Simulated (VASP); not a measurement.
CuO, 6 atoms in the cell. The structure is tetragonal, space group P4/mmm (No. 123). The conventional cell has a = 4.161 Å, b = 4.161 Å, c = 3.888 Å, α = 90.00°, β = 90.00°, γ = 90.00°. Cu (site symmetry mmm) has 4 O at 1.94 to 2.08 Å within 2.6 Å. Within 2.6 Å of Cu (site symmetry 4/mmm) lie 6 O at 1.94 to 2.08 Å. Within 2.6 Å of O (site symmetry 4/mmm) lie 6 Cu at 1.94 to 2.08 Å. Within 2.6 Å of O (site symmetry mmm) lie 4 Cu at 1.94 to 2.08 Å. 

| Item | Value |
| --- | --- |
| Program | VASP 6.6.1 |
| Task | single point |
| Functional | revPBE |
| Potentials or basis | VASP PAW PBE potentials, release 64 (Cu, O) |
| Cutoff | 520 eV |
| k mesh | 7 × 7 × 7 |
| Occupations | fermi-dirac, width 0.05 eV |
| Spin | no spin polarisation |
| Dipole correction | no |
| Further INCAR settings | ALGO = Normal; EDIFF = 1e-07; NBANDS = 34 |

Potentials or basis: VASP PAW PBE potentials, release 64 (Cu, O).

The run is started by

```console
$ cat potpaw_PBE.64/Cu/POTCAR potpaw_PBE.64/O/POTCAR > POTCAR
$ mpirun -np 1 vasp_std > vasp.out
```

Hardware: 1 thread of Intel(R) Xeon(R) 6975P-C (Granite Rapids), with other jobs on the host.

Question: Estimate the wall time of this run.

Answer: It took 48 s on 1 thread of Intel(R) Xeon(R) 6975P-C (Granite Rapids), with other jobs on the host, peak memory 0.22 GiB. Counts: scf iterations 19, k points 40.
